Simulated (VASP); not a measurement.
# CaO (Fm-3m) in VASP: single point with PBE

Aim: the single point of CaO with PBE.

All numbers are computed with VASP 6.6.1; they aren't measurements. Logs are shortened: lines on timing, memory, paths and dates and some standing lists are left out, and cuts for length are marked.

### Step 1. The cell of the first run

Symmetry: Fm-3m, No. 225, cubic system. The conventional cell has a = 4.813 Å, b = 4.813 Å, c = 4.813 Å, α = 90.00°, β = 90.00°, γ = 90.00°. Within 3.2 Å of Ca (site symmetry m-3m) lie 6 O at 2.41 Å. O (site symmetry m-3m) has 6 Ca at 2.41 Å within 3.2 Å.

### Step 2. Single point, PBE

INCAR reads:

```
PREC = Accurate
ENCUT = 520
EDIFF = 1E-6
ISMEAR = 0
SIGMA = 0.05
LREAL = F
LASPH = T
NELM = 60
ALGO = Normal
ISIF = 2
LWAVE = F
LCHARG = F
GGA = PE
NBANDS = 15
```

KPOINTS reads:

```
Automatic mesh
0
Gamma
  12 12 12
```

POSCAR reads:

```
CaO
1.0
    0.0000000000      2.4065000000      2.4065000000
    2.4065000000      0.0000000000      2.4065000000
    2.4065000000      2.4065000000      0.0000000000
Ca O
1 1
Direct
    0.0000000000      0.0000000000      0.0000000000
    0.5000000000      0.5000000000      0.5000000000
```

Potentials or basis: VASP PAW PBE potentials, release 64 (Ca_sv, O).

Launch:

```sh
$ cat potpaw_PBE.64/Ca_sv/POTCAR potpaw_PBE.64/O/POTCAR > POTCAR
$ mpirun -np 1 vasp_std > vasp.out
```

OUTCAR:

```text
PREC = Accurate
   ENCUT = 520
   EDIFF = 1E-6
   ISMEAR = 0
   LREAL = F
   LASPH = T
   NELM = 60
   ISIF = 2
   GGA = PE

 ion  position               nearest neighbor table
   1  0.000  0.000  0.000-   2 2.41   2 2.41   2 2.41   2 2.41   2 2.41   2 2.41
   2  0.500  0.500  0.500-   1 2.41   1 2.41   1 2.41   1 2.41   1 2.41   1 2.41

  LATTYP: Found a face centered cubic cell.
 ALAT       =     4.8130000000

  Lattice vectors:

 A1 = (   0.0000000000,   2.4065000000,   2.4065000000)
 A2 = (   2.4065000000,   0.0000000000,   2.4065000000)
 A3 = (   2.4065000000,   2.4065000000,   0.0000000000)

Analysis of symmetry for initial positions (statically):
=====================================================================
 Subroutine PRICEL returns:
 Original cell was already a primitive cell.

 Routine SETGRP: Setting up the symmetry group for a
 face centered cubic supercell.

 Subroutine GETGRP returns: Found 48 space group operations
 (whereof 48 operations were pure point group operations)
 out of a pool of 48 trial point group operations.

The static configuration has the point symmetry O_h .

Analysis of symmetry for dynamics (positions and initial velocities):
=====================================================================
 Subroutine PRICEL returns:
 Original cell was already a primitive cell.

 Routine SETGRP: Setting up the symmetry group for a
 face centered cubic supercell.

 Subroutine GETGRP returns: Found 48 space group operations
 (whereof 48 operations were pure point group operations)
 out of a pool of 48 trial point group operations.

The dynamic configuration has the point symmetry O_h .

 Subroutine INISYM returns: Found 48 space group operations
 (whereof 48 operations are pure point group operations),
 and found     1 'primitive' translations

----------------------------------------------------------------------------------------

                                     Primitive cell

  volume of cell :      27.8732

  direct lattice vectors                    reciprocal lattice vectors
     0.000000000  2.406500000  2.406500000    -0.207770621  0.207770621  0.207770621
     2.406500000  0.000000000  2.406500000     0.207770621 -0.207770621  0.207770621
     2.406500000  2.406500000  0.000000000     0.207770621  0.207770621 -0.207770621

  length of vectors
     3.403304938  3.403304938  3.403304938     0.359869272  0.359869272  0.359869272

  position of ions in fractional coordinates (direct lattice)
     0.000000000  0.000000000  0.000000000
     0.500000000  0.500000000  0.500000000

  ion indices of the primitive-cell ions
   primitive index   ion index
                 1           1
                 2           2

----------------------------------------------------------------------------------------

 KPOINTS: Automatic mesh

Automatic generation of k-mesh.
 Grid dimensions read from file:
 generate k-points for:   12   12   12

 Generating k-lattice:

  Cartesian coordinates                     Fractional coordinates (reciprocal lattice)
    -0.017314218  0.017314218  0.017314218     0.083333333  0.000000000  0.000000000
     0.017314218 -0.017314218  0.017314218     0.000000000  0.083333333  0.000000000
     0.017314218  0.017314218 -0.017314218     0.000000000  0.000000000  0.083333333

  Length of vectors
     0.029989106  0.029989106  0.029989106

  Shift w.r.t. Gamma in fractional coordinates (k-lattice)
     0.000000000  0.000000000  0.000000000

 Subroutine IBZKPT returns following result:
 ===========================================

 Found     72 irreducible k-points:

 Following reciprocal coordinates:
            Coordinates               Weight
  0.000000  0.000000  0.000000      1.000000
  0.083333  0.000000  0.000000      8.000000
  0.166667  0.000000  0.000000      8.000000
  0.250000  0.000000  0.000000      8.000000
  0.333333  0.000000  0.000000      8.000000
  0.416667  0.000000  0.000000      8.000000
[... 16 lines left out ...]
  0.500000  0.166667  0.000000     24.000000
 -0.416667  0.166667  0.000000     24.000000
 [... further k-points ...]
   k-points           NKPTS =     72   k-points in BZ     NKDIM =     72   number of bands    NBANDS=     15
   number of dos      NEDOS =    301   number of ions     NIONS =      2
   total plane-waves  NPLWV =  21952
   dimension x,y,z NGX =    28 NGY =   28 NGZ =   28
   dimension x,y,z NGXF=    56 NGYF=   56 NGZF=   56
   ions per type =               1   1
   NGX,Y,Z   is equivalent  to a cutoff of  13.68, 13.68, 13.68 a.u.
   NGXF,Y,Z  is equivalent  to a cutoff of  27.36, 27.36, 27.36 a.u.
 SYSTEM =  unknown system
   PREC   = accura    normal or accurate (medium, high low for compatibility)
   ISTART =      0    job   : 0-new  1-cont  2-samecut
   ICHARG =      2    charge: 1-file 2-atom 10-const
   ISPIN  =      1    spin polarized calculation?
   LNONCOLLINEAR =      F non collinear calculations
   LSORBIT =      F    spin-orbit coupling
   LASPH  =      T    aspherical Exc in radial PAW
   ENCUT  =  520.0 eV  38.22 Ry    6.18 a.u.   6.33  6.33  6.33*2*pi/ulx,y,z
   NELM   =     60;   NELMIN=  2; NELMDL= -5     # of ELM steps
   EDIFF  = 0.1E-05   stopping-criterion for ELM
   LREAL  =      F    real-space projection
   EDIFFG = 0.1E-04   stopping-criterion for IOM
   NSW    =      0    number of steps for IOM
   IBRION =     -1    ionic relax: 0-MD 1-quasi-New 2-CG
   NFREE  =      0    steps in history (QN), initial steepest desc. (CG)
   ISIF   =      2    stress and relaxation
   ISYM   =      2    0-nonsym 1-usesym 2-fastsym
   POTIM  = 0.5000    time-step for ionic-motion
   TEBEG  =    0.0;   TEEND  =   0.0 temperature during run
   PSTRESS=    0.0 pullay stress
   NELECT =      16.0000    total number of electrons
   NUPDOWN=      -1.0000    fix difference up-down
   EMIN   =  10.00;   EMAX   =-10.00  energy-range for DOS
   EFERMI =   0.00;   METHOD = LEGACY
   ISMEAR =     0;   SIGMA  =   0.05  broadening in eV -4-tet -1-fermi 0-gaus
   EFERMI_NEDOS =   21; number of points for ismear=-14 and -15
   IALGO  =     38    algorithm
   IMIX   =      4    mixing-type and parameters
     AMIX     =   0.40;   BMIX     =  1.00
     AMIX_MAG =   1.60;   BMIX_MAG =  1.00
  volume/ion in A,a.u.               =      13.94        94.05
  Fermi-wavevector in a.u.,A,eV,Ry     =   1.360564  2.571093 25.186211  1.851134
  Thomas-Fermi vector in A             =   2.487215
   LORBIT       =      0    0 simple, 1 ext, 2 COOP (PROOUT), +10 PAW based schemes
   GGA     = PE    functional components
   LHFCALC =     F    Hartree Fock is set to
   AEXX    =    0.0000 exact exchange contribution
   IVDW    =     0    specifies the selected vdW correction
   LEPSILON=     F    determine dielectric tensor
   LRPA    =     F    only Hartree local field effects (RPA)
 non-spin polarized calculation
 Gauss-broadening in eV      SIGMA  =   0.05
  energy-cutoff  :      520.00
  volume of cell :       27.87
 maximum number of plane-waves:       761
 NGX is ok and might be reduce to    28
   NGX = 13   NGY = 13   NGZ = 13

 number of electron      15.9999998 magnetization

 Free energy of the ion-electron system (eV)
  ---------------------------------------------------
  ext. energy  EPLUGINS =         0.00000000
  ---------------------------------------------------
  free energy    TOTEN  =       -12.80274219 eV

  energy without entropy =      -12.80274219  energy(sigma->0) =      -12.80274219

 E-fermi :   2.6781     XC(G=0): -10.4553

 val. band max:        2.3268922424   @ k =   0.0000   0.0000   0.0000
 cond. band min:       5.9633137041   @ k =   0.5000   0.5000   0.0000
 fundamental gap:      3.6364214618
 Fermi energy:         2.6780789340

 k-point     1 :       0.0000    0.0000    0.0000
  band No.  band energies     occupation
      1     -35.3273      2.00000
      2     -16.0942      2.00000
      3     -16.0942      2.00000
      4     -16.0942      2.00000
      5     -13.1975      2.00000
      6       2.3269      2.00000
      7       2.3269      2.00000
      8       2.3269      2.00000
      9       7.0064      0.00000
     10       8.5419      0.00000
     11       8.5419      0.00000
     12       8.5419      0.00000
     13      10.0384      0.00000
     14      10.0384      0.00000
     15      17.3729      0.00000

 k-point     2 :       0.0833    0.0000    0.0000
  band No.  band energies     occupation
      1     -35.3206      2.00000
      2     -16.1922      2.00000
      3     -16.0977      2.00000
      4     -16.0977      2.00000
      5     -13.0944      2.00000
      6       2.0690      2.00000
      7       2.2292      2.00000
      8       2.2292      2.00000
      9       7.3325      0.00000
     10       8.5158      0.00000
     11       8.6608      0.00000
     12       8.6608      0.00000
     13      10.2060      0.00000
     14      10.2060      0.00000
     15      17.6572      0.00000

 k-point     3 :       0.1667    0.0000    0.0000
  band No.  band energies     occupation
      1     -35.3022      2.00000
      2     -16.4328      2.00000
      3     -16.1076      2.00000
      4     -16.1076      2.00000
      5     -12.8404      2.00000
      6       1.4706      2.00000
      7       1.9792      2.00000
      8       1.9792      2.00000
      9       8.1120      0.00000
     10       8.5203      0.00000
     11       8.9977      0.00000
     12       8.9977      0.00000
     13      10.6593      0.00000
     14      10.6593      0.00000
     15      18.2142      0.00000
[... 343 lines left out ...]
 k-point    23 :       0.5000    0.1667    0.0000
  band No.  band energies     occupation
      1     -35.2187      2.00000
      2     -17.0314      2.00000
      3     -16.2535      2.00000
      4     -16.1910      2.00000
      5     -12.2305      2.00000
      6       0.1272      2.00000
      7       1.1627      2.00000
      8       1.3279      2.00000
      9       8.5959      0.00000
     10       9.8947      0.00000
     11      10.9049      0.00000
     12      11.3394      0.00000
     13      12.3222      0.00000
     14      13.3951      0.00000
     15      16.4166      0.00000

 k-point    24 :      -0.4167    0.1667    0.0000
  band No.  band energies     occupation
      1     -35.2170      2.00000
      2     -17.0503      2.00000
      3     -16.2793      2.00000
      4     -16.1729      2.00000
      5     -12.1907      2.00000
      6       0.0601      2.00000
      7       1.2019      2.00000
      8       1.2114      2.00000
      9       9.1887      0.00000
     10       9.5194      0.00000
     11      10.7096      0.00000
     12      11.3308      0.00000
     13      12.6357      0.00000
     14      13.5773      0.00000
     15      16.2604      0.00000

 [... further k-points ...]

------------------------ aborting loop because EDIFF is reached ----------------------------------------

  FORCE on cell =-STRESS in cart. coord.  units (eV):
  Direction    XX          YY          ZZ          XY          YZ          ZX
  --------------------------------------------------------------------------------------
  -------------------------------------------------------------------------------------
  Total        0.3056225      0.3056225      0.3056225      0.0000000      0.0000000     -0.0000000
  in kB       17.5674321     17.5674321     17.5674321      0.0000000      0.0000000     -0.0000000
  external PRESSURE =      17.5674321 kB  Pullay stress =       0.0000000 kB

 VOLUME and BASIS-vectors are now :
 -----------------------------------------------------------------------------
  energy-cutoff  :      520.00
  volume of cell :       27.87
      direct lattice vectors                 reciprocal lattice vectors
     0.000000000  2.406500000  2.406500000    -0.207770621  0.207770621  0.207770621
     2.406500000  0.000000000  2.406500000     0.207770621 -0.207770621  0.207770621
     2.406500000  2.406500000  0.000000000     0.207770621  0.207770621 -0.207770621

 POSITION                                       TOTAL-FORCE (eV/Angst)
 -----------------------------------------------------------------------------------
      0.00000      0.00000      0.00000         0.000000      0.000000      0.000000
      2.40650      2.40650      2.40650        -0.000000     -0.000000     -0.000000
 -----------------------------------------------------------------------------------
    total drift:                                0.000000      0.000000      0.000000

  FREE ENERGIE OF THE ION-ELECTRON SYSTEM (eV)
  ---------------------------------------------------
  free  energy   TOTEN  =       -12.8027421878 eV

  energy  without entropy=      -12.8027421878  energy(sigma->0) =      -12.80274219
```

It took 26 s on 1 thread of AMD EPYC 7R43 (Zen 3), shared host; peak memory 0.14 GiB.

What came out:

* Free energy: -12.8027 eV
* Pressure: 1.8 GPa
* Band gap on the k mesh: 3.64 eV, indirect (least direct gap 4.01 eV)

Levels at points of the mesh, in eV from the valence-band top:
| k point | band 6 | band 7 | band 8 | band 9 | band 10 | band 11 |
| --- | --- | --- | --- | --- | --- | --- |
| (0.00, 0.00, 0.00) | 0.00 | 0.00 | 0.00 | 4.68 | 6.21 | 6.21 |
| (0.50, 0.00, 0.00) | -2.63 | -1.19 | -1.19 | 7.03 | 8.33 | 8.33 |
| (0.50, 0.50, 0.00) | -1.30 | -0.38 | -0.38 | 3.64 | 8.01 | 8.87 |
